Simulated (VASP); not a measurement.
Wanted: the native input for a VASP 6.6.1 run.

* Task: single point
* Functional: PBE
* Potentials or basis: VASP PAW PBE potentials, release 64 (Si, B)
* Cutoff: 520 eV
* k mesh: 12 × 12 × 12
* Occupations: gaussian, width 0.1 eV
* Spin: no spin polarisation
* Dipole correction: no
* Further INCAR settings: ALGO = Normal; EDIFF = 1e-07; NBANDS = 16

The structure of SiB4 lies in POSCAR:

```
SiB4
1.0
   -2.2694665039      2.2694665039      2.2694665039
    2.2694665039     -2.2694665039      2.2694665039
    2.2694665039      2.2694665039     -2.2694665039
Si B
1 4
Direct
    0.0000000000      0.0000000000      0.0000000000
    0.0000000000      0.0000000000      0.5000000000
    0.0000000000      0.5000000000      0.0000000000
    0.5000000000      0.0000000000      0.0000000000
    0.5000000000      0.5000000000      0.5000000000
```

The input as run:

INCAR

```
SYSTEM = SiB4
PREC     = Accurate       ! precision mode
ENCUT    = 520            ! plane-wave cutoff, eV
EDIFF    = 1E-7           ! SCF threshold, eV
ISMEAR   = 0              ! smearing method
SIGMA    = 0.1            ! smearing width, eV
LREAL    = .False.        ! projectors in reciprocal space
LASPH    = .True.         ! aspherical terms in the spheres
NELM     = 100            ! most SCF steps
ALGO     = Normal         ! electronic algorithm
ISIF     = 2              ! what is computed and relaxed
LWAVE    = .False.        ! write WAVECAR
LCHARG   = .False.        ! write CHGCAR
GGA      = PE             ! functional
NBANDS   = 16             ! bands
```

KPOINTS

```
Automatic mesh
0
Gamma
  12 12 12
  0 0 0
```

Potentials or basis: VASP PAW PBE potentials, release 64 (Si, B).

Run with:

```sh
$ cat potpaw_PBE.64/Si/POTCAR potpaw_PBE.64/B/POTCAR > POTCAR
$ mpirun -np 1 vasp_std > vasp.out
```

It gave:

| Property | Result |
| --- | --- |
| Pressure | -0.3 GPa |
| Band gap on the k mesh | zero (band 8 reaches 8.11 eV, above the bottom of band 9 at 4.76 eV) |

Run time: 28 s on 1 thread of Intel(R) Xeon(R) 6975P-C (Granite Rapids), with other jobs on the host, peak memory 0.18 GiB.
